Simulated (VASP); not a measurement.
# Cu (Fm-3m) in VASP: settings compared

Aim: see how the results for Cu move with the level of theory and the settings. Levels: revPBE+D4, LDA. Tasks: single point.

Everything below comes from runs of VASP 6.6.1. Logs are shortened: lines on timing, memory, paths and dates and some standing lists are left out, and cuts for length are marked.

## (1) The cell of the first run

The structure is cubic, space group Fm-3m (No. 225). The conventional cell has a = 3.615 Å, b = 3.615 Å, c = 3.615 Å, α = 90.00°, β = 90.00°, γ = 90.00°. Within 3.4 Å of Cu (site symmetry m-3m) lie 12 Cu at 2.56 Å.

## (2) Single point, revPBE+D4

INCAR

```
PREC = Accurate
ENCUT = 600
EDIFF = 1E-6
ISMEAR = -1
SIGMA = 0.05
LREAL = False
LASPH = True
NELM = 120
ALGO = Normal
ISIF = 2
LWAVE = False
LCHARG = False
GGA = RE
IVDW = 13
NBANDS = 12
GGA_COMPAT = False
```

KPOINTS

```
Automatic mesh
0
Gamma
  13 13 13
```

POSCAR

```
Cu
1.0
    0.0000000000      1.8075000000      1.8075000000
    1.8075000000      0.0000000000      1.8075000000
    1.8075000000      1.8075000000      0.0000000000
Cu
1
Direct
    0.0000000000      0.0000000000      0.0000000000
```

Potentials or basis: VASP PAW PBE potentials, release 64 (Cu).

Started as:

```bash
cat potpaw_PBE.64/Cu/POTCAR > POTCAR
mpirun -np 1 vasp_std > vasp.out
```

OUTCAR:

```text
PREC = Accurate
   ENCUT = 600
   EDIFF = 1E-6
   ISMEAR = -1
   LREAL = False
   LASPH = True
   NELM = 120
   ISIF = 2
   GGA = RE
   IVDW = 13

 ion  position               nearest neighbor table
   1  0.000  0.000  0.000-

  LATTYP: Found a face centered cubic cell.
 ALAT       =     3.6150000000

  Lattice vectors:

 A1 = (   0.0000000000,   1.8075000000,   1.8075000000)
 A2 = (   1.8075000000,   0.0000000000,   1.8075000000)
 A3 = (   1.8075000000,   1.8075000000,   0.0000000000)

Analysis of symmetry for initial positions (statically):
=====================================================================
 Subroutine PRICEL returns:
 Original cell was already a primitive cell.

 Routine SETGRP: Setting up the symmetry group for a
 face centered cubic supercell.

 Subroutine GETGRP returns: Found 48 space group operations
[... 9 lines left out ...]

 Routine SETGRP: Setting up the symmetry group for a
 face centered cubic supercell.

 Subroutine GETGRP returns: Found 48 space group operations
[... 11 lines left out ...]
                                     Primitive cell

  volume of cell :      11.8104

  direct lattice vectors                    reciprocal lattice vectors
     0.000000000  1.807500000  1.807500000    -0.276625173  0.276625173  0.276625173
     1.807500000  0.000000000  1.807500000     0.276625173 -0.276625173  0.276625173
     1.807500000  1.807500000  0.000000000     0.276625173  0.276625173 -0.276625173

  length of vectors
     2.556191014  2.556191014  2.556191014     0.479128854  0.479128854  0.479128854

  position of ions in fractional coordinates (direct lattice)
     0.000000000  0.000000000  0.000000000

  ion indices of the primitive-cell ions
   primitive index   ion index
                 1           1

----------------------------------------------------------------------------------------

 KPOINTS: Automatic mesh

Automatic generation of k-mesh.
 Grid dimensions read from file:
 generate k-points for:   13   13   13

 Generating k-lattice:

  Cartesian coordinates                     Fractional coordinates (reciprocal lattice)
    -0.021278859  0.021278859  0.021278859     0.076923077  0.000000000  0.000000000
     0.021278859 -0.021278859  0.021278859     0.000000000  0.076923077  0.000000000
     0.021278859  0.021278859 -0.021278859     0.000000000  0.000000000  0.076923077

  Length of vectors
     0.036856066  0.036856066  0.036856066

  Shift w.r.t. Gamma in fractional coordinates (k-lattice)
     0.000000000  0.000000000  0.000000000

 Subroutine IBZKPT returns following result:
 ===========================================

 Found     84 irreducible k-points:

 Following reciprocal coordinates:
            Coordinates               Weight
  0.000000  0.000000  0.000000      1.000000
  0.076923  0.000000  0.000000      8.000000
  0.153846  0.000000  0.000000      8.000000
  0.230769  0.000000  0.000000      8.000000
  0.307692  0.000000  0.000000      8.000000
  0.384615  0.000000  0.000000      8.000000
[... 16 lines left out ...]
  0.384615  0.153846  0.000000     24.000000
  0.461538  0.153846  0.000000     24.000000
 [... further k-points ...]
   k-points           NKPTS =     84   k-points in BZ     NKDIM =     84   number of bands    NBANDS=     12
   number of dos      NEDOS =    301   number of ions     NIONS =      1
   total plane-waves  NPLWV =   8000
   dimension x,y,z NGX =    20 NGY =   20 NGZ =   20
   dimension x,y,z NGXF=    40 NGYF=   40 NGZF=   40
   ions per type =               1
   NGX,Y,Z   is equivalent  to a cutoff of  13.01, 13.01, 13.01 a.u.
   NGXF,Y,Z  is equivalent  to a cutoff of  26.01, 26.01, 26.01 a.u.
 SYSTEM =  unknown system
   PREC   = accura    normal or accurate (medium, high low for compatibility)
   ISTART =      0    job   : 0-new  1-cont  2-samecut
   ICHARG =      2    charge: 1-file 2-atom 10-const
   ISPIN  =      1    spin polarized calculation?
   LNONCOLLINEAR =      F non collinear calculations
   LSORBIT =      F    spin-orbit coupling
   LASPH  =      T    aspherical Exc in radial PAW
   ENCUT  =  600.0 eV  44.10 Ry    6.64 a.u.   5.11  5.11  5.11*2*pi/ulx,y,z
   NELM   =    120;   NELMIN=  2; NELMDL= -5     # of ELM steps
   EDIFF  = 0.1E-05   stopping-criterion for ELM
   LREAL  =      F    real-space projection
   EDIFFG = 0.1E-04   stopping-criterion for IOM
   NSW    =      0    number of steps for IOM
   IBRION =     -1    ionic relax: 0-MD 1-quasi-New 2-CG
   NFREE  =      0    steps in history (QN), initial steepest desc. (CG)
   ISIF   =      2    stress and relaxation
   ISYM   =      2    0-nonsym 1-usesym 2-fastsym
   POTIM  = 0.5000    time-step for ionic-motion
   TEBEG  =    0.0;   TEEND  =   0.0 temperature during run
   PSTRESS=    0.0 pullay stress
   NELECT =      11.0000    total number of electrons
   NUPDOWN=      -1.0000    fix difference up-down
   EMIN   =  10.00;   EMAX   =-10.00  energy-range for DOS
   EFERMI =   0.00;   METHOD = LEGACY
   ISMEAR =    -1;   SIGMA  =   0.05  broadening in eV -4-tet -1-fermi 0-gaus
   EFERMI_NEDOS =   21; number of points for ismear=-14 and -15
   IALGO  =     38    algorithm
   IMIX   =      4    mixing-type and parameters
     AMIX     =   0.40;   BMIX     =  1.00
     AMIX_MAG =   1.60;   BMIX_MAG =  1.00
  volume/ion in A,a.u.               =      11.81        79.70
  Fermi-wavevector in a.u.,A,eV,Ry     =   1.598763  3.021224 34.777078  2.556043
  Thomas-Fermi vector in A             =   2.696162
   LORBIT       =      0    0 simple, 1 ext, 2 COOP (PROOUT), +10 PAW based schemes
   GGA     = RE    functional components
   LHFCALC =     F    Hartree Fock is set to
   AEXX    =    0.0000 exact exchange contribution
   IVDW    =    13    specifies the selected vdW correction
   LEPSILON=     F    determine dielectric tensor
   LRPA    =     F    only Hartree local field effects (RPA)
 non-spin polarized calculation
  energy-cutoff  :      600.00
  volume of cell :       11.81
 maximum number of plane-waves:       411
   NGX = 11   NGY = 11   NGZ = 11

 number of electron      11.0000001 magnetization

 Free energy of the ion-electron system (eV)
  ---------------------------------------------------
  ext. energy  EPLUGINS =         0.00000000
  ---------------------------------------------------
  free energy    TOTEN  =        -3.34429133 eV

  energy without entropy =       -3.34154650  energy(sigma->0) =       -3.34291892

 E-fermi :   7.8770     XC(G=0): -12.6267

 val. band max:        7.6870922318   @ k =   0.4615   0.2308   0.0000
 cond. band min:       7.8948085889   @ k =   0.4615   0.3077   0.0000
 fundamental gap:      0.2077163571
 Fermi energy:         7.8770320144

 k-point     1 :       0.0000    0.0000    0.0000
  band No.  band energies     occupation
      1      -1.6465      2.00000
      2       4.6692      2.00000
      3       4.6692      2.00000
      4       4.6692      2.00000
      5       5.4883      2.00000
      6       5.4883      2.00000
      7      30.2506      0.00000
      8      32.9641      0.00000
      9      32.9641      0.00000
     10      32.9641      0.00000
     11      35.4302      0.00000
     12      35.4302      0.00000

 k-point     2 :       0.0769    0.0000    0.0000
  band No.  band energies     occupation
      1      -1.4313      2.00000
      2       4.6243      2.00000
      3       4.7089      2.00000
      4       4.7089      2.00000
      5       5.4731      2.00000
      6       5.4731      2.00000
      7      28.8430      0.00000
      8      31.2195      0.00000
      9      32.3452      0.00000
     10      32.3452      0.00000
     11      36.3472      0.00000
     12      36.3472      0.00000

 k-point     3 :       0.1538    0.0000    0.0000
  band No.  band energies     occupation
      1      -0.8004      2.00000
      2       4.5144      2.00000
      3       4.7947      2.00000
      4       4.7947      2.00000
      5       5.4589      2.00000
      6       5.4589      2.00000
      7      25.0110      0.00000
      8      30.7576      0.00000
      9      31.4263      0.00000
     10      31.4263      0.00000
     11      37.2571      0.00000
     12      37.7610      0.00000

 k-point     4 :       0.2308    0.0000    0.0000
  band No.  band energies     occupation
      1       0.1879      2.00000
      2       4.4201      2.00000
      3       4.8311      2.00000
      4       4.8311      2.00000
      5       5.5325      2.00000
      6       5.5325      2.00000
      7      21.0930      0.00000
      8      30.2803      0.00000
      9      30.6927      0.00000
     10      30.6927      0.00000
     11      36.6584      0.00000
     12      36.6584      0.00000

 k-point     5 :       0.3077    0.0000    0.0000
  band No.  band energies     occupation
      1       1.3586      2.00000
      2       4.5250      2.00000
      3       4.7761      2.00000
      4       4.7761      2.00000
      5       5.7167      2.00000
      6       5.7167      2.00000
      7      17.4469      0.00000
      8      29.6588      0.00000
      9      30.1990      0.00000
     10      30.1990      0.00000
     11      34.9055      0.00000
     12      34.9055      0.00000
[... 228 lines left out ...]
      1       0.2027      2.00000
      2       4.2095      2.00000
      3       4.9454      2.00000
      4       5.0471      2.00000
      5       5.2688      2.00000
      6       5.6766      2.00000
      7      24.2321      0.00000
      8      26.7870      0.00000
      9      28.1281      0.00000
     10      29.9226      0.00000
     11      32.6287      0.00000
     12      40.0420      0.00000

 k-point    22 :       0.3077    0.1538    0.0000
  band No.  band energies     occupation
      1       1.2184      2.00000
      2       4.1051      2.00000
      3       4.7719      2.00000
      4       5.0732      2.00000
      5       5.6395      2.00000
      6       5.8168      2.00000
      7      20.4185      0.00000
      8      26.0368      0.00000
      9      27.2924      0.00000
     10      28.9669      0.00000
     11      34.3289      0.00000
     12      39.2836      0.00000

 k-point    23 :       0.3846    0.1538    0.0000
  band No.  band energies     occupation
      1       2.2654      2.00000
      2       4.1480      2.00000
      3       4.6176      2.00000
      4       5.0182      2.00000
      5       5.9797      2.00000
      6       6.2735      2.00000
      7      16.8831      0.00000
      8      25.7365      0.00000
      9      25.9402      0.00000
     10      28.2803      0.00000
     11      37.1646      0.00000
     12      38.5924      0.00000

 k-point    24 :       0.4615    0.1538    0.0000
  band No.  band energies     occupation
      1       2.8791      2.00000
      2       4.3109      2.00000
      3       4.6794      2.00000
      4       4.9429      2.00000
      5       6.0719      2.00000
      6       7.3637      1.99993
      7      13.7874      0.00000
      8      24.5597      0.00000
      9      25.9215      0.00000
     10      28.1067      0.00000
     11      37.8521      0.00000
     12      37.9344      0.00000

 [... further k-points ...]

------------------------ aborting loop because EDIFF is reached ----------------------------------------

  DFT-D4 for vdW energy calculation

  Edisp (eV):   -0.98041

  FORCE on cell =-STRESS in cart. coord.  units (eV):
  Direction    XX          YY          ZZ          XY          YZ          ZX
  --------------------------------------------------------------------------------------
  -------------------------------------------------------------------------------------
  Total      -0.51431    -0.51431    -0.51431    -0.00000     0.00000    -0.00000
  in kB     -69.77062   -69.77062   -69.77062    -0.00000     0.00000    -0.00000
  external pressure =      -69.77 kB  Pullay stress =        0.00 kB

 VOLUME and BASIS-vectors are now :
 -----------------------------------------------------------------------------
  energy-cutoff  :      600.00
  volume of cell :       11.81
      direct lattice vectors                 reciprocal lattice vectors
     0.000000000  1.807500000  1.807500000    -0.276625173  0.276625173  0.276625173
     1.807500000  0.000000000  1.807500000     0.276625173 -0.276625173  0.276625173
     1.807500000  1.807500000  0.000000000     0.276625173  0.276625173 -0.276625173

 POSITION                                       TOTAL-FORCE (eV/Angst)
 -----------------------------------------------------------------------------------
      0.00000      0.00000      0.00000         0.000000      0.000000      0.000000
 -----------------------------------------------------------------------------------
    total drift:                                0.000000     -0.000000     -0.000000

  FREE ENERGIE OF THE ION-ELECTRON SYSTEM (eV)
  ---------------------------------------------------
  free  energy   TOTEN  =        -4.3247042936 eV

  energy  without entropy=       -4.3219594625  energy(sigma->0) =       -4.32333188
```

Run time: 20 s. Hardware: 1 thread of Intel Xeon 8259CL, shared host; peak memory 0.13 GiB.

What came out:

- Free energy: -4.3247 eV
- Pressure: -7.0 GPa
- Dispersion energy per atom: -0.980 eV

Caveat: the PAW data sets were made with another functional, which shifts forces and pressure a little; pairwise dispersion overbinds metals, which lowers pressure and volume.

## (3) Single point, revPBE+D4

This run uses another cell than the first one, of 12.05 Å³/atom, 1.020 times its volume.

INCAR

```
SYSTEM = Cu
ALGO = Normal
EDIFF = 1E-6
ENCUT = 600
GGA = RE
GGA_COMPAT = .False.
ISIF = 2
ISMEAR = -1
IVDW = 13
LASPH = .True.
LCHARG = .False.
LREAL = .False.
LWAVE = .False.
NBANDS = 12
NELM = 120
PREC = Accurate
SIGMA = 0.05
```

KPOINTS

```
k-points
0
Gamma
  13 13 13
  0 0 0
```

POSCAR

```
Cu
1.0
    0.0000000000      1.8194705475      1.8194705475
    1.8194705475      0.0000000000      1.8194705475
    1.8194705475      1.8194705475      0.0000000000
Cu
1
Direct
    0.0000000000      0.0000000000      0.0000000000
```

Potentials or basis: VASP PAW PBE potentials, release 64 (Cu).

Started as:

```bash
cat potpaw_PBE.64/Cu/POTCAR > POTCAR
mpirun -np 1 vasp_std > vasp.out
```

Run time: 21 s. Hardware: 1 thread of Intel Xeon 8259CL, shared host; peak memory 0.15 GiB.

Results (log left out):

```yaml
Free_energy: -4.3126 eV
Pressure: -9.4 GPa
Dispersion_energy_per_atom: -0.962 eV
```

Levels at points of the mesh, in eV from the Fermi level:
| k point | band 3 | band 4 | band 5 | band 6 | band 7 | band 8 | band 9 | band 10 |
| --- | --- | --- | --- | --- | --- | --- | --- | --- |
| (0.00, 0.00, 0.00) | -3.14 | -3.14 | -2.35 | -2.35 | 22.22 | 24.78 | 24.78 | 24.78 |

Caveat: the PAW data sets were made with another functional, which shifts forces and pressure a little; pairwise dispersion overbinds metals, which lowers pressure and volume.

## (4) Single point, LDA

This run uses another cell than the first one, of 11.57 Å³/atom, 0.980 times its volume.

INCAR

```
ALGO = Normal
EDIFF = 1E-6
ENCUT = 600
GGA = CA
GGA_COMPAT = F
ISIF = 2
ISMEAR = -1
LASPH = T
LCHARG = T
LELF = T
LREAL = F
LVHAR = T
LWAVE = F
NBANDS = 12
NELM = 120
PREC = Accurate
SIGMA = 0.05
```

KPOINTS

```
k-points
0
Gamma
  13 13 13
```

POSCAR

```
Cu
1.0
    0.0000000000      1.7953687620      1.7953687620
    1.7953687620      0.0000000000      1.7953687620
    1.7953687620      1.7953687620      0.0000000000
Cu
1
Direct
    0.0000000000      0.0000000000      0.0000000000
```

Potentials or basis: VASP PAW LDA potentials, release 64 (Cu).

Started as:

```bash
cat potpaw_LDA.64/Cu/POTCAR > POTCAR
mpirun -np 1 vasp_std > vasp.out
```

Run time: 19 s. Hardware: 1 thread of Intel Xeon 8259CL, shared host; peak memory 0.12 GiB.

It converged, with:

| Quantity | Value |
| --- | --- |
| Free energy | -4.6912 eV |
| Pressure | -9.2 GPa |

Levels at points of the mesh, in eV from the Fermi level:
```tsv
k point	band 4	band 5	band 6	band 7	band 8	band 9
(0.00, 0.00, 0.00)	-3.32	-2.45	-2.45	22.67	25.29	25.29
```

## (5) Overview

```tsv
level	potentials or basis	cell	gap on the mesh (eV)	pressure (GPa)
revPBE+D4	VASP PAW PBE potentials, release 64 (Cu)	a = 2.556 Å, angles 60.0°, 1 atom	none	-7.0
revPBE+D4	VASP PAW PBE potentials, release 64 (Cu)	a = 2.573 Å, angles 60.0°, 1 atom	none	-9.4
LDA	VASP PAW LDA potentials, release 64 (Cu)	a = 2.539 Å, angles 60.0°, 1 atom	none	-9.2
```

Alike in all rows: task single point; no spin polarisation; k mesh 13 × 13 × 13; cutoff (eV) 600; smearing fermi-dirac 0.05 eV.

Caveats: the PAW data sets were made with another functional, which shifts forces and pressure a little (some runs); pairwise dispersion overbinds metals, which lowers pressure and volume (some runs).

Absolute energies hang on the potentials; compare differences alone.
